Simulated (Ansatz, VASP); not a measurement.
Two plane-wave programs on AlBAs2

The input INCAR:

```
SYSTEM = AlBAs2
PREC = Accurate
ENCUT = 520
EDIFF = 1E-6
ISMEAR = 0
SIGMA = 0.01
LREAL = .FALSE.
LASPH = .TRUE.
NELM = 80
ALGO = Normal
ISIF = 2
LWAVE = .FALSE.
LCHARG = .TRUE.
GGA = PE
LELF = .TRUE.
LVHAR = .TRUE.
NBANDS = 16
```

KPOINTS

```
Automatic mesh
0
G
  6 6 4
  0 0 0
```

POSCAR

```
AlBAs2
1.0
    3.7554012788      0.0000000000      0.0000000000
    0.0000000000      3.7554012788      0.0000000000
    0.0000000000      0.0000000000      5.5585250358
B As Al
1 2 1
Direct
    0.0000000000      0.0000000000      0.0000000000
    0.0000000000      0.5000000000      0.2116576157
    0.5000000000      0.0000000000      0.7883423843
    0.5000000000      0.5000000000      0.5000000000
```

Input for Ansatz:

```yaml
crystal:
  lattice:
    - [3.7554012788, 0.0, 0.0]
    - [0.0, 3.7554012788, 0.0]
    - [0.0, 0.0, 5.5585250358]
  atoms:
    - { symbol: B, position: [0.0, 0.0, 0.0] }
    - { symbol: As, position: [0.0, 0.5, 0.2116576157] }
    - { symbol: Al, position: [0.5, 0.5, 0.5] }
    - { symbol: As, position: [0.5, 0.0, 0.7883423843] }
kpoints:
  mp_grid: { grid: [6, 6, 4] }
hamiltonian:
  xc: pbe
scf:
  occupations: { method: fixed }
  n_extra_bands: 5
output:
  forces: true
  stress: true
  eigenvalues: true
```

Alike in both runs: task single point; functional PBE; k mesh 6 × 6 × 4; no spin polarisation.

```csv
,VASP,Ansatz
version,VASP 6.6.1,Ansatz 0.2.0
potentials or method,"VASP PAW PBE potentials, release 64 (B, As, Al)","plane waves, PAW"
plane-wave cutoff (eV),520,420
occupations,"gaussian, width 0.01 eV",fixed
valence electrons in the cell,16,36
```

```csv
,VASP,Ansatz,Ansatz less VASP
gap on the k mesh at the Fermi level (eV),0.49,0.49,+0.002
pressure (GPa),-4.4,-4.6,-0.20
rms of the force components (eV/Å),0.034,0.031,-0.0034
```

VASP's potentials hold 16 valence electrons a cell and Ansatz's 36, so a difference there can come from the potentials and not from the codes.
